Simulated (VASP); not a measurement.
# CdI2 (P-3m1) in VASP: further runs

The runs below take CdI2 through single point, with PBE.

All numbers are computed with VASP 6.6.1; they aren't measurements. Logs are shortened: lines on timing, memory, paths and dates and some standing lists are left out, and cuts for length are marked.

**1. The cell of the first run**

The structure is trigonal, space group P-3m1 (No. 164). Conventional cell: a = 4.308 Å, b = 4.308 Å, c = 6.859 Å, α = 90.00°, β = 90.00°, γ = 120.00°. Cd (site symmetry -3m) has 6 I at 3.02 Å within 4.0 Å. I (site symmetry 3m) has 3 Cd at 3.02 Å within 4.0 Å.

**2. Single point, PBE**

File INCAR:

```
PREC     = Accurate       # precision mode
ENCUT    = 500            # plane-wave cutoff, eV
EDIFF    = 1E-6           # SCF threshold, eV
ISMEAR   = -1             # smearing method
SIGMA    = 0.05           # smearing width, eV
LREAL    = False          # projectors in reciprocal space
LASPH    = True           # aspherical terms in the spheres
NELM     = 120            # most SCF steps
ALGO     = Normal         # electronic algorithm
ISIF     = 2              # what is computed and relaxed
LWAVE    = False          # write WAVECAR
LCHARG   = True           # write CHGCAR
GGA      = PE             # functional
LELF     = True           # ELF
LVHAR    = True         
NBANDS   = 20             # bands
GGA_COMPAT= False
```

File KPOINTS:

```
Automatic mesh
0
Gamma
  6 6 4
```

File POSCAR:

```
CdI2
1.0
    4.3076600000      0.0000000000      0.0000000000
   -2.1538300000      3.7305431800      0.0000000000
    0.0000000000      0.0000000000      6.8590000000
Cd I
1 2
Direct
    0.0000000000      0.0000000000      0.0000000000
    0.3333333333      0.6666666667      0.2492000000
    0.6666666667      0.3333333333      0.7508000000
```

Potentials or basis: VASP PAW PBE potentials, release 64 (Cd, I).

On the command line:

```console
> cat potpaw_PBE.64/Cd/POTCAR potpaw_PBE.64/I/POTCAR > POTCAR
> mpirun -np 1 vasp_std > vasp.out
```

OUTCAR:

```text
PREC = Accurate
   ENCUT = 500
   EDIFF = 1E-6
   ISMEAR = -1
   LREAL = False
   LASPH = True
   NELM = 120
   ISIF = 2
   GGA = PE

 ion  position               nearest neighbor table
   1  0.000  0.000  0.000-   2 3.02   3 3.02   3 3.02   2 3.02   3 3.02   2 3.02
   2  0.333  0.667  0.249-   1 3.02   1 3.02   1 3.02
   3  0.667  0.333  0.751-   1 3.02   1 3.02   1 3.02

  LATTYP: Found a hexagonal cell.
 ALAT       =     4.3076600000
 C/A-ratio  =     1.5922797992

  Lattice vectors:

 A1 = (   4.3076600000,   0.0000000000,   0.0000000000)
 A2 = (  -2.1538300000,   3.7305431800,   0.0000000000)
 A3 = (   0.0000000000,   0.0000000000,   6.8590000000)

Analysis of symmetry for initial positions (statically):
=====================================================================
 Subroutine PRICEL returns:
 Original cell was already a primitive cell.

 Routine SETGRP: Setting up the symmetry group for a
 hexagonal supercell.

 Subroutine GETGRP returns: Found 12 space group operations
 (whereof 12 operations were pure point group operations)
 out of a pool of 24 trial point group operations.

The static configuration has the point symmetry D_3d.

Analysis of symmetry for dynamics (positions and initial velocities):
=====================================================================
 Subroutine PRICEL returns:
 Original cell was already a primitive cell.

 Routine SETGRP: Setting up the symmetry group for a
 hexagonal supercell.

 Subroutine GETGRP returns: Found 12 space group operations
 (whereof 12 operations were pure point group operations)
 out of a pool of 24 trial point group operations.

The dynamic configuration has the point symmetry D_3d.

 Subroutine INISYM returns: Found 12 space group operations
 (whereof 12 operations are pure point group operations),
 and found     1 'primitive' translations

----------------------------------------------------------------------------------------

                                     Primitive cell

  volume of cell :     110.2235

  direct lattice vectors                    reciprocal lattice vectors
     4.307660000  0.000000000  0.000000000     0.232144598  0.134028739  0.000000000
    -2.153830000  3.730543180  0.000000000     0.000000000  0.268057479  0.000000000
     0.000000000  0.000000000  6.859000000     0.000000000  0.000000000  0.145793847

  length of vectors
     4.307660000  4.307660164  6.859000000     0.268057489  0.268057479  0.145793847

  position of ions in fractional coordinates (direct lattice)
     0.000000000  0.000000000  0.000000000
     0.333333333  0.666666667  0.249200000
     0.666666667  0.333333333  0.750800000

  ion indices of the primitive-cell ions
   primitive index   ion index
                 1           1
                 2           2
                 3           3

----------------------------------------------------------------------------------------

 KPOINTS: Automatic mesh

Automatic generation of k-mesh.
 Grid dimensions read from file:
 generate k-points for:    6    6    4

 Generating k-lattice:

  Cartesian coordinates                     Fractional coordinates (reciprocal lattice)
     0.038690766  0.022338123  0.000000000     0.166666667  0.000000000  0.000000000
     0.000000000  0.044676246  0.000000000     0.000000000  0.166666667  0.000000000
     0.000000000  0.000000000  0.036448462     0.000000000  0.000000000  0.250000000

  Length of vectors
     0.044676248  0.044676246  0.036448462

  Shift w.r.t. Gamma in fractional coordinates (k-lattice)
     0.000000000  0.000000000  0.000000000

 Subroutine IBZKPT returns following result:
 ===========================================

 Found     24 irreducible k-points:

 Following reciprocal coordinates:
            Coordinates               Weight
  0.000000  0.000000  0.000000      1.000000
  0.166667  0.000000  0.000000      6.000000
  0.333333  0.000000  0.000000      6.000000
  0.500000  0.000000  0.000000      3.000000
  0.166667  0.166667  0.000000      6.000000
  0.333333  0.166667  0.000000     12.000000
[... 16 lines left out ...]
  0.333333  0.166667  0.500000     12.000000
  0.333333  0.333333  0.500000      2.000000
   k-points           NKPTS =     24   k-points in BZ     NKDIM =     24   number of bands    NBANDS=     20
   number of dos      NEDOS =    301   number of ions     NIONS =      3
   total plane-waves  NPLWV =  51200
   dimension x,y,z NGX =    32 NGY =   32 NGZ =   50
   dimension x,y,z NGXF=    64 NGYF=   64 NGZF=  100
   ions per type =               1   2
   NGX,Y,Z   is equivalent  to a cutoff of  12.35, 12.35, 12.12 a.u.
   NGXF,Y,Z  is equivalent  to a cutoff of  24.70, 24.70, 24.24 a.u.
 SYSTEM =  unknown system
   PREC   = accura    normal or accurate (medium, high low for compatibility)
   ISTART =      0    job   : 0-new  1-cont  2-samecut
   ICHARG =      2    charge: 1-file 2-atom 10-const
   ISPIN  =      1    spin polarized calculation?
   LNONCOLLINEAR =      F non collinear calculations
   LSORBIT =      F    spin-orbit coupling
   LASPH  =      T    aspherical Exc in radial PAW
   ENCUT  =  500.0 eV  36.75 Ry    6.06 a.u.   7.85  7.85 12.51*2*pi/ulx,y,z
   NELM   =    120;   NELMIN=  2; NELMDL= -5     # of ELM steps
   EDIFF  = 0.1E-05   stopping-criterion for ELM
   LREAL  =      F    real-space projection
   EDIFFG = 0.1E-04   stopping-criterion for IOM
   NSW    =      0    number of steps for IOM
   IBRION =     -1    ionic relax: 0-MD 1-quasi-New 2-CG
   NFREE  =      0    steps in history (QN), initial steepest desc. (CG)
   ISIF   =      2    stress and relaxation
   ISYM   =      2    0-nonsym 1-usesym 2-fastsym
   POTIM  = 0.5000    time-step for ionic-motion
   TEBEG  =    0.0;   TEEND  =   0.0 temperature during run
   PSTRESS=    0.0 pullay stress
   NELECT =      26.0000    total number of electrons
   NUPDOWN=      -1.0000    fix difference up-down
   EMIN   =  10.00;   EMAX   =-10.00  energy-range for DOS
   EFERMI =   0.00;   METHOD = LEGACY
   ISMEAR =    -1;   SIGMA  =   0.05  broadening in eV -4-tet -1-fermi 0-gaus
   EFERMI_NEDOS =   21; number of points for ismear=-14 and -15
   IALGO  =     38    algorithm
   IMIX   =      4    mixing-type and parameters
     AMIX     =   0.40;   BMIX     =  1.00
     AMIX_MAG =   1.60;   BMIX_MAG =  1.00
  volume/ion in A,a.u.               =      36.74       247.94
  Fermi-wavevector in a.u.,A,eV,Ry     =   1.011520  1.911496 13.921113  1.023173
  Thomas-Fermi vector in A             =   2.144575
   LORBIT       =      0    0 simple, 1 ext, 2 COOP (PROOUT), +10 PAW based schemes
   GGA     = PE    functional components
   LHFCALC =     F    Hartree Fock is set to
   AEXX    =    0.0000 exact exchange contribution
   IVDW    =     0    specifies the selected vdW correction
   LEPSILON=     F    determine dielectric tensor
   LRPA    =     F    only Hartree local field effects (RPA)
 non-spin polarized calculation
  energy-cutoff  :      500.00
  volume of cell :      110.22
 maximum number of plane-waves:      2814
   NGX = 15   NGY = 15   NGZ = 25

 number of electron      26.0000003 magnetization

 Free energy of the ion-electron system (eV)
  ---------------------------------------------------
  ext. energy  EPLUGINS =         0.00000000
  ---------------------------------------------------
  free energy    TOTEN  =        -5.51245370 eV

  energy without entropy =       -5.51245370  energy(sigma->0) =       -5.51245370

 E-fermi :   2.8058     XC(G=0):  -8.4382

 val. band max:        1.7104685907   @ k =   0.1667   0.0000   0.2500
 cond. band min:       4.0942383325   @ k =   0.0000   0.0000   0.0000
 fundamental gap:      2.3837697419
 Fermi energy:         2.8058091056

 k-point     1 :       0.0000    0.0000    0.0000
  band No.  band energies     occupation
      1     -10.2427      2.00000
      2      -9.5664      2.00000
      3      -5.7964      2.00000
      4      -5.7964      2.00000
      5      -5.6844      2.00000
      6      -5.6123      2.00000
[... 12 lines left out ...]
     19      10.7701      0.00000
     20      10.8540      0.00000

 k-point     2 :       0.1667    0.0000    0.0000
  band No.  band energies     occupation
      1     -10.1206      2.00000
      2      -9.5542      2.00000
      3      -5.7795      2.00000
      4      -5.7354      2.00000
      5      -5.6598      2.00000
      6      -5.6169      2.00000
[... 12 lines left out ...]
     19       9.9185      0.00000
     20      10.8634      0.00000

 k-point     3 :       0.3333    0.0000    0.0000
  band No.  band energies     occupation
      1      -9.8395      2.00000
      2      -9.5437      2.00000
      3      -5.7618      2.00000
      4      -5.6838      2.00000
      5      -5.6133      2.00000
      6      -5.5798      2.00000
[... 12 lines left out ...]
     19      10.1672      0.00000
     20      10.9144      0.00000

 k-point     4 :       0.5000    0.0000    0.0000
  band No.  band energies     occupation
      1      -9.6239      2.00000
      2      -9.5990      2.00000
      3      -5.7606      2.00000
      4      -5.6922      2.00000
      5      -5.6013      2.00000
      6      -5.5567      2.00000
[... 12 lines left out ...]
     19      10.8201      0.00000
     20      11.4567      0.00000

 k-point     5 :       0.1667    0.1667    0.0000
  band No.  band energies     occupation
      1      -9.9187      2.00000
      2      -9.5409      2.00000
      3      -5.7576      2.00000
      4      -5.6669      2.00000
      5      -5.6336      2.00000
      6      -5.5918      2.00000
[... 12 lines left out ...]
     19       8.9774      0.00000
     20      11.2070      0.00000
[... 353 lines left out ...]
      6      -5.5568      2.00000
[... 12 lines left out ...]
     19      11.1832      0.00000
     20      11.4205      0.00000

 k-point    22 :       0.1667    0.1667    0.5000
  band No.  band energies     occupation
      1      -9.7923      2.00000
      2      -9.6783      2.00000
      3      -5.7538      2.00000
      4      -5.6795      2.00000
      5      -5.6312      2.00000
      6      -5.6053      2.00000
[... 12 lines left out ...]
     19       9.7939      0.00000
     20      10.6709      0.00000

 k-point    23 :       0.3333    0.1667    0.5000
  band No.  band energies     occupation
      1      -9.6350      2.00000
      2      -9.5852      2.00000
      3      -5.7200      2.00000
      4      -5.6678      2.00000
      5      -5.6007      2.00000
      6      -5.5716      2.00000
[... 12 lines left out ...]
     19      10.0071      0.00000
     20      11.0630      0.00000

 k-point    24 :       0.3333    0.3333    0.5000
  band No.  band energies     occupation
      1      -9.5685      2.00000
      2      -9.5685      2.00000
      3      -5.6401      2.00000
      4      -5.6401      2.00000
      5      -5.5860      2.00000
      6      -5.5710      2.00000
[... 12 lines left out ...]
     19      10.6710      0.00000
     20      10.6710      0.00000

------------------------ aborting loop because EDIFF is reached ----------------------------------------

  FORCE on cell =-STRESS in cart. coord.  units (eV):
  Direction    XX          YY          ZZ          XY          YZ          ZX
  --------------------------------------------------------------------------------------
  -------------------------------------------------------------------------------------
  Total        0.5307435      0.5307435      0.7891743      0.0000000      0.0000000     -0.0000000
  in kB        7.7147340      7.7147348     11.4712095      0.0000000      0.0000000     -0.0000000
  external PRESSURE =       8.9668928 kB  Pullay stress =       0.0000000 kB

 VOLUME and BASIS-vectors are now :
 -----------------------------------------------------------------------------
  energy-cutoff  :      500.00
  volume of cell :      110.22
      direct lattice vectors                 reciprocal lattice vectors
     4.307660000  0.000000000  0.000000000     0.232144598  0.134028739  0.000000000
    -2.153830000  3.730543180  0.000000000     0.000000000  0.268057479  0.000000000
     0.000000000  0.000000000  6.859000000     0.000000000  0.000000000  0.145793847

 POSITION                                       TOTAL-FORCE (eV/Angst)
 -----------------------------------------------------------------------------------
      0.00000      0.00000      0.00000         0.000000     -0.000000     -0.000000
     -0.00000      2.48703      1.70926        -0.000000      0.000000      0.010016
      2.15383      1.24351      5.14974         0.000000     -0.000000     -0.010016
 -----------------------------------------------------------------------------------
    total drift:                                0.000000     -0.000000      0.000000

  FREE ENERGIE OF THE ION-ELECTRON SYSTEM (eV)
  ---------------------------------------------------
  free  energy   TOTEN  =        -5.5124536975 eV

  energy  without entropy=       -5.5124536973  energy(sigma->0) =       -5.51245370
```

Run time: 30 s. Hardware: 1 thread of AMD EPYC 7R13 (Zen 3), shared host; peak memory 0.2 GiB.

Results:

- Free energy: -5.5125 eV
- Pressure: 0.9 GPa
- Largest force: 0.010 eV/Å
- Band gap on the k mesh: 2.38 eV, indirect (least direct gap 2.41 eV)

Forces on the atoms (eV/Å):
```
Cd   0.000  0.000  0.000
I    0.000  0.000  0.010
I    0.000  0.000 -0.010
```

Stress tensor (GPa, compression positive):
```
0.77 0.00 0.00
0.00 0.77 0.00
0.00 0.00 1.15
```

Levels at points of the mesh, in eV from the valence-band top:
```tsv
k point	band 9	band 10	band 11	band 12	band 13	band 14	band 15	band 16	band 17	band 18
(0.00, 0.00, 0.00)	-0.28	-0.28	-0.16	-0.16	-0.03	2.38	4.46	6.30	6.30	8.42
(0.50, 0.00, 0.00)	-2.57	-1.84	-1.45	-0.62	-0.10	2.66	5.05	6.03	6.51	7.66
(0.00, 0.00, 0.50)	-1.43	-0.41	-0.41	-0.02	-0.02	3.46	4.49	6.09	6.09	7.84
(0.50, 0.00, 0.50)	-3.00	-1.25	-1.08	-0.42	-0.41	2.40	5.02	5.94	6.73	7.26
```

Caveat: spin-orbit coupling is left out, which moves the levels of the heavy elements; this functional lacks dispersion, which binds the layers, so the pressure and a relaxed spacing across them are unreliable.

**3. Single point, PBE**

This run uses another cell than the first one, of 37.84 Å³/atom, 1.030 times its volume.

File INCAR:

```
  PREC = Accurate
  ENCUT = 500
  EDIFF = 1E-6
  ISMEAR = -1
  SIGMA = 0.05
  LREAL = False
  LASPH = True
  NELM = 120
  ALGO = Normal
  ISIF = 2
  LWAVE = False
  LCHARG = False
  GGA = PE
  NBANDS = 20
  GGA_COMPAT = False
```

File KPOINTS:

```
regular mesh
0
Gamma
  6 6 4
```

File POSCAR:

```
CdI2
1.0
    4.3713200000      0.0000000000      0.0000000000
   -2.1856600000      3.7856743600      0.0000000000
    0.0000000000      0.0000000000      6.8590000000
Cd I
1 2
Direct
    0.0000000000      0.0000000000      0.0000000000
    0.3333333333      0.6666666667      0.2492000000
    0.6666666667      0.3333333333      0.7508000000
```

Potentials or basis: VASP PAW PBE potentials, release 64 (Cd, I).

On the command line:

```console
> cat potpaw_PBE.64/Cd/POTCAR potpaw_PBE.64/I/POTCAR > POTCAR
> mpirun -np 1 vasp_std > vasp.out
```

Run time: 36 s. Hardware: 1 thread of AMD EPYC 7R13 (Zen 3), shared host; peak memory 0.2 GiB.

Results (log left out):

```yaml
Free_energy: -5.5177 eV
Pressure: 0.0 GPa
Largest_force: 0.107 eV/Å
Band_gap_on_the_k_mesh: 2.22 eV, direct
```

Forces on the atoms (eV/Å):
```
Cd   0.000  0.000  0.000
I    0.000  0.000 -0.107
I    0.000  0.000  0.107
```

Stress tensor (GPa, compression positive):
```
-0.25  0.00  0.00
 0.00 -0.25  0.00
 0.00  0.00  0.46
```

Levels at points of the mesh, in eV from the valence-band top:
```
           k point  band 10  band 11  band 12  band 13  band 14  band 15  band 16  band 17
(0.00, 0.00, 0.00)    -0.32    -0.23    -0.23     0.00     2.22     4.40     6.20     6.20
(0.50, 0.00, 0.00)    -1.76    -1.44    -0.60    -0.13     2.58     5.02     6.05     6.45
(0.00, 0.00, 0.50)    -0.45    -0.45    -0.08    -0.08     3.26     4.42     5.99     5.99
(0.50, 0.00, 0.50)    -1.24    -1.02    -0.44    -0.42     2.34     5.03     5.98     6.78
```

Caveat: spin-orbit coupling is left out, which moves the levels of the heavy elements; this functional lacks dispersion, which binds the layers, so the pressure and a relaxed spacing across them are unreliable. A k mesh can miss the band edges.
